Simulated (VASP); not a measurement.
# BAs (I-4m2) in VASP: a series of runs

The runs below take BAs through single point, with LDA.

Everything below comes from runs of VASP 6.6.1. Logs are shortened: lines on timing, memory, paths and dates and some standing lists are left out, and cuts for length are marked.

## (1) The cell of the first run

It takes space group I-4m2 (No. 119, tetragonal). The conventional cell has a = 3.378 Å, b = 3.378 Å, c = 4.873 Å, α = 90.00°, β = 90.00°, γ = 90.00°. Within 2.8 Å of B (site symmetry -4m2) lie 4 As at 2.08 Å. Within 2.8 Å of As (site symmetry -4m2) lie 4 B at 2.08 Å.

## (2) Single point, LDA (strain +0.0200 x Voigt [1, 0, 0, 0, 0, 0])

INCAR

```
SYSTEM = BAs
PREC = Accurate ; ENCUT = 500
EDIFF = 1E-6 ; ISMEAR = -1
SIGMA = 0.2 ; LREAL = .False.
LASPH = .True. ; NELM = 120
ALGO = Normal ; ISIF = 2
LWAVE = .False. ; LCHARG = .False.
GGA = CA ; NBANDS = 11
GGA_COMPAT = .False.
```

KPOINTS

```
Automatic mesh
0
Gamma
  10 10 10
  0 0 0
```

POSCAR

```
BAs
1.0
    0.0000000000      2.3885000000      2.3885000000
    2.4362700000      0.0000000000      2.3885000000
    2.4362700000      2.3885000000      0.0000000000
B As
1 1
Direct
    0.0000000000      0.0000000000      0.0000000000
    0.7500000000      0.7500000000      0.7500000000
```

Potentials or basis: VASP PAW LDA potentials, release 64 (B, As).

Command:

```
cat potpaw_LDA.64/B/POTCAR potpaw_LDA.64/As/POTCAR > POTCAR
mpirun -np 1 vasp_std > vasp.out
```

OUTCAR:

```text
SYSTEM = BAs
   PREC = Accurate
   ENCUT = 500
   EDIFF = 1E-6
   ISMEAR = -1
   LREAL = .False.
   LASPH = .True.
   NELM = 120
   ISIF = 2
   GGA = CA

 ion  position               nearest neighbor table
   1  0.000  0.000  0.000-   2 2.08   2 2.08   2 2.08   2 2.08
   2  0.750  0.750  0.750-   1 2.08   1 2.08   1 2.08   1 2.08

  LATTYP: Found a body centered tetragonal cell.
 ALAT       =     3.3778490937
 C/A-ratio  =     1.4424978336

  Lattice vectors:

 A1 = (   2.4362700000,   0.0000000000,   2.3885000000)
 A2 = (   2.4362700000,   0.0000000000,  -2.3885000000)
 A3 = (  -2.4362700000,   2.3885000000,   0.0000000000)

Analysis of symmetry for initial positions (statically):
=====================================================================
 Subroutine PRICEL returns:
 Original cell was already a primitive cell.

 Routine SETGRP: Setting up the symmetry group for a
 body centered tetragonal supercell.

 Subroutine GETGRP returns: Found  8 space group operations
 (whereof  8 operations were pure point group operations)
 out of a pool of 16 trial point group operations.

The static configuration has the point symmetry D_2d.

Analysis of symmetry for dynamics (positions and initial velocities):
=====================================================================
 Subroutine PRICEL returns:
 Original cell was already a primitive cell.

 Routine SETGRP: Setting up the symmetry group for a
 body centered tetragonal supercell.

 Subroutine GETGRP returns: Found  8 space group operations
 (whereof  8 operations were pure point group operations)
 out of a pool of 16 trial point group operations.

The dynamic configuration has the point symmetry D_2d.

 Subroutine INISYM returns: Found  8 space group operations
 (whereof  8 operations are pure point group operations),
 and found     1 'primitive' translations

----------------------------------------------------------------------------------------

                                     Primitive cell

  volume of cell :      27.7975

  direct lattice vectors                    reciprocal lattice vectors
     0.000000000  2.388500000  2.388500000    -0.205231768  0.209336404  0.209336404
     2.436270000  0.000000000  2.388500000     0.205231768 -0.209336404  0.209336404
     2.436270000  2.388500000  0.000000000     0.205231768  0.209336404 -0.209336404

  length of vectors
     3.377849094  3.411794801  3.411794801     0.360227065  0.360227065  0.360227065

  position of ions in fractional coordinates (direct lattice)
     0.000000000  0.000000000  0.000000000
     0.750000000  0.750000000  0.750000000

  ion indices of the primitive-cell ions
   primitive index   ion index
                 1           1
                 2           2

----------------------------------------------------------------------------------------

 KPOINTS: Automatic mesh

Automatic generation of k-mesh.
 Grid dimensions read from file:
 generate k-points for:   10   10   10

 Generating k-lattice:

  Cartesian coordinates                     Fractional coordinates (reciprocal lattice)
    -0.020523177  0.020933640  0.020933640     0.100000000 -0.000000000 -0.000000000
     0.020523177 -0.020933640  0.020933640     0.000000000  0.100000000  0.000000000
     0.020523177  0.020933640 -0.020933640     0.000000000  0.000000000  0.100000000

  Length of vectors
     0.036022707  0.036022707  0.036022707

  Shift w.r.t. Gamma in fractional coordinates (k-lattice)
     0.000000000  0.000000000  0.000000000

 Subroutine IBZKPT returns following result:
 ===========================================

 Found    102 irreducible k-points:

 Following reciprocal coordinates:
            Coordinates               Weight
  0.000000  0.000000  0.000000      1.000000
  0.100000  0.000000  0.000000      8.000000
  0.200000  0.000000  0.000000      8.000000
  0.300000  0.000000  0.000000      8.000000
  0.400000  0.000000  0.000000      8.000000
  0.500000 -0.000000 -0.000000      4.000000
[... 16 lines left out ...]
  0.300000  0.300000  0.000000      4.000000
  0.400000  0.300000  0.000000     16.000000
 [... further k-points ...]
   k-points           NKPTS =    102   k-points in BZ     NKDIM =    102   number of bands    NBANDS=     11
   number of dos      NEDOS =    301   number of ions     NIONS =      2
   total plane-waves  NPLWV =  21952
   dimension x,y,z NGX =    28 NGY =   28 NGZ =   28
   dimension x,y,z NGXF=    56 NGYF=   56 NGZF=   56
   ions per type =               1   1
   NGX,Y,Z   is equivalent  to a cutoff of  13.78, 13.64, 13.64 a.u.
   NGXF,Y,Z  is equivalent  to a cutoff of  27.56, 27.29, 27.29 a.u.
 SYSTEM =  BAs
   PREC   = accura    normal or accurate (medium, high low for compatibility)
   ISTART =      0    job   : 0-new  1-cont  2-samecut
   ICHARG =      2    charge: 1-file 2-atom 10-const
   ISPIN  =      1    spin polarized calculation?
   LNONCOLLINEAR =      F non collinear calculations
   LSORBIT =      F    spin-orbit coupling
   LASPH  =      T    aspherical Exc in radial PAW
   ENCUT  =  500.0 eV  36.75 Ry    6.06 a.u.   6.16  6.22  6.22*2*pi/ulx,y,z
   NELM   =    120;   NELMIN=  2; NELMDL= -5     # of ELM steps
   EDIFF  = 0.1E-05   stopping-criterion for ELM
   LREAL  =      F    real-space projection
   EDIFFG = 0.1E-04   stopping-criterion for IOM
   NSW    =      0    number of steps for IOM
   IBRION =     -1    ionic relax: 0-MD 1-quasi-New 2-CG
   NFREE  =      0    steps in history (QN), initial steepest desc. (CG)
   ISIF   =      2    stress and relaxation
   ISYM   =      2    0-nonsym 1-usesym 2-fastsym
   POTIM  = 0.5000    time-step for ionic-motion
   TEBEG  =    0.0;   TEEND  =   0.0 temperature during run
   PSTRESS=    0.0 pullay stress
   NELECT =       8.0000    total number of electrons
   NUPDOWN=      -1.0000    fix difference up-down
   EMIN   =  10.00;   EMAX   =-10.00  energy-range for DOS
   EFERMI =   0.00;   METHOD = LEGACY
   ISMEAR =    -1;   SIGMA  =   0.20  broadening in eV -4-tet -1-fermi 0-gaus
   EFERMI_NEDOS =   21; number of points for ismear=-14 and -15
   IALGO  =     38    algorithm
   IMIX   =      4    mixing-type and parameters
     AMIX     =   0.40;   BMIX     =  1.00
     AMIX_MAG =   1.60;   BMIX_MAG =  1.00
  volume/ion in A,a.u.               =      13.90        93.79
  Fermi-wavevector in a.u.,A,eV,Ry     =   1.080860  2.042530 15.895126  1.168259
  Thomas-Fermi vector in A             =   2.216862
   LORBIT       =      0    0 simple, 1 ext, 2 COOP (PROOUT), +10 PAW based schemes
   GGA     = CA    functional components
   LHFCALC =     F    Hartree Fock is set to
   AEXX    =    0.0000 exact exchange contribution
   IVDW    =     0    specifies the selected vdW correction
   LEPSILON=     F    determine dielectric tensor
   LRPA    =     F    only Hartree local field effects (RPA)
 non-spin polarized calculation
  energy-cutoff  :      500.00
  volume of cell :       27.80
 maximum number of plane-waves:       725
 NGX is ok and might be reduce to    28
   NGX = 13   NGY = 13   NGZ = 13

 number of electron       8.0000000 magnetization

 Free energy of the ion-electron system (eV)
  ---------------------------------------------------
  ext. energy  EPLUGINS =         0.00000000
  ---------------------------------------------------
  free energy    TOTEN  =       -12.90181306 eV

  energy without entropy =      -12.89840989  energy(sigma->0) =      -12.90011147

 E-fermi :   6.4495     XC(G=0): -10.7024

 val. band max:        5.9991186081   @ k =   0.0000   0.0000   0.0000
 cond. band min:       6.9918701701   @ k =   0.4000   0.4000   0.0000
 fundamental gap:      0.9927515620
 Fermi energy:         6.4494843238

 k-point     1 :       0.0000    0.0000    0.0000
  band No.  band energies     occupation
      1      -9.2637      2.00000
      2       5.8057      1.92308
      3       5.9991      1.80962
      4       5.9991      1.80962
      5       9.1198      0.00000
      6       9.1198      0.00000
      7       9.2451      0.00000
      8      10.3714      0.00000
      9      15.1960      0.00000
     10      18.5966      0.00000
     11      19.1570      0.00000

 k-point     2 :       0.1000    0.0000    0.0000
  band No.  band energies     occupation
      1      -9.1030      2.00000
      2       4.5541      1.99985
      3       5.5757      1.97499
      4       5.7096      1.95171
      5       9.2382      0.00000
      6       9.5128      0.00000
      7       9.6016      0.00000
      8      11.2788      0.00000
      9      15.8254      0.00000
     10      17.5525      0.00000
     11      17.9818      0.00000

 k-point     3 :       0.2000    0.0000    0.0000
  band No.  band energies     occupation
      1      -8.6293      2.00000
      2       2.2325      2.00000
      3       4.9957      1.99861
      4       5.1616      1.99681
      5       9.0082      0.00001
      6      10.2402      0.00000
      7      10.2686      0.00000
      8      12.8944      0.00000
      9      16.7392      0.00000
     10      17.0294      0.00000
     11      17.1768      0.00000

 k-point     4 :       0.3000    0.0000    0.0000
  band No.  band energies     occupation
      1      -7.8803      2.00000
      2      -0.0148      2.00000
      3       4.4810      1.99989
      4       4.6802      1.99971
      5       8.7333      0.00002
      6      10.6298      0.00000
      7      10.6911      0.00000
      8      14.1496      0.00000
      9      16.9296      0.00000
     10      17.4928      0.00000
     11      17.5111      0.00000

 k-point     5 :       0.4000    0.0000    0.0000
  band No.  band energies     occupation
      1      -6.9905      2.00000
      2      -1.8453      2.00000
      3       4.1488      1.99998
      4       4.3729      1.99994
      5       8.5495      0.00006
      6      10.6425      0.00000
      7      10.7627      0.00000
      8      14.5790      0.00000
      9      17.6245      0.00000
     10      18.8709      0.00000
     11      19.0168      0.00000
[... 211 lines left out ...]
 k-point    21 :      -0.3000    0.2000    0.0000
  band No.  band energies     occupation
      1      -6.7917      2.00000
      2      -0.9513      2.00000
      3       1.4540      2.00000
      4       3.9581      1.99999
      5       9.2906      0.00000
      6      11.7053      0.00000
      7      12.0956      0.00000
      8      13.8832      0.00000
      9      16.5487      0.00000
     10      17.6701      0.00000
     11      20.9215      0.00000

 k-point    22 :      -0.2000    0.2000   -0.0000
  band No.  band energies     occupation
      1      -7.6322      2.00000
      2       0.5717      2.00000
      3       1.9904      2.00000
      4       4.6079      1.99980
      5       9.6864      0.00000
      6      10.9496      0.00000
      7      11.8901      0.00000
      8      12.7752      0.00000
      9      15.7530      0.00000
     10      18.2128      0.00000
     11      19.7334      0.00000

 k-point    23 :       0.3000    0.3000    0.0000
  band No.  band energies     occupation
      1      -7.3701      2.00000
      2       0.8648      2.00000
      3       2.7374      2.00000
      4       2.7917      2.00000
      5       7.2145      0.04270
      6       9.4972      0.00000
      7      13.9682      0.00000
      8      14.4071      0.00000
      9      16.7165      0.00000
     10      20.5487      0.00000
     11      20.9490      0.00000

 k-point    24 :       0.4000    0.3000    0.0000
  band No.  band energies     occupation
      1      -6.6589      2.00000
      2      -0.3642      2.00000
      3       2.0136      2.00000
      4       2.4702      2.00000
      5       7.5073      0.01004
      6       9.2091      0.00000
      7      14.4180      0.00000
      8      14.9229      0.00000
      9      17.7079      0.00000
     10      21.2901      0.00000
     11      21.7148      0.00000

 [... further k-points ...]

------------------------ aborting loop because EDIFF is reached ----------------------------------------

  FORCE on cell =-STRESS in cart. coord.  units (eV):
  Direction    XX          YY          ZZ          XY          YZ          ZX
  --------------------------------------------------------------------------------------
  -------------------------------------------------------------------------------------
  Total       -1.4538130     -0.7427610     -0.7427610      0.0000000      0.0000000      0.0000000
  in kB      -83.7940602    -42.8108395    -42.8108395      0.0000000      0.0000000      0.0000000
  external PRESSURE =     -56.4719131 kB  Pullay stress =       0.0000000 kB

 VOLUME and BASIS-vectors are now :
 -----------------------------------------------------------------------------
  energy-cutoff  :      500.00
  volume of cell :       27.80
      direct lattice vectors                 reciprocal lattice vectors
     0.000000000  2.388500000  2.388500000    -0.205231768  0.209336404  0.209336404
     2.436270000  0.000000000  2.388500000     0.205231768 -0.209336404  0.209336404
     2.436270000  2.388500000  0.000000000     0.205231768  0.209336404 -0.209336404

 POSITION                                       TOTAL-FORCE (eV/Angst)
 -----------------------------------------------------------------------------------
      0.00000      0.00000      0.00000        -0.000000      0.000000     -0.000000
      3.65440      3.58275      3.58275         0.000000      0.000000      0.000000
 -----------------------------------------------------------------------------------
    total drift:                                0.000000      0.000000      0.000000

  FREE ENERGIE OF THE ION-ELECTRON SYSTEM (eV)
  ---------------------------------------------------
  free  energy   TOTEN  =       -12.9018130561 eV

  energy  without entropy=      -12.8984098865  energy(sigma->0) =      -12.90011147
```

Run time: 21 s. Hardware: 1 thread of Intel Xeon Platinum 8488C (Sapphire Rapids), shared host; peak memory 0.16 GiB.

Results:

| Property | Result |
| --- | --- |
| Free energy | -12.9018 eV |
| Pressure | -5.6 GPa |
| Band gap on the k mesh | 0.99 eV (least direct gap 3.12 eV) |

Stress tensor (GPa, compression positive):
```
-8.38  0.00  0.00
 0.00 -4.28  0.00
 0.00  0.00 -4.28
```

Levels at points of the mesh, in eV from the valence-band top:
| k point | band 1 | band 2 | band 3 | band 4 | band 5 | band 6 | band 7 | band 8 |
| --- | --- | --- | --- | --- | --- | --- | --- | --- |
| (0.00, 0.00, 0.00) | -15.26 | -0.19 | 0.00 | 0.00 | 3.12 | 3.12 | 3.25 | 4.37 |
| (0.50, 0.00, 0.00) | -12.48 | -8.68 | -1.96 | -1.73 | 2.49 | 4.60 | 4.74 | 8.59 |
| (0.50, 0.50, 0.00) | -11.18 | -8.33 | -4.13 | -4.10 | 1.21 | 1.30 | 10.84 | 11.11 |
| (0.00, 0.50, 0.50) | -11.33 | -8.49 | -3.93 | -3.93 | 1.45 | 1.52 | 10.96 | 10.96 |

Caveat: the cell differs from its parent crystal (strain +0.0200 x Voigt [1, 0, 0, 0, 0, 0]); the cell stands under tension.

(Part 1 of 2 ends here.)
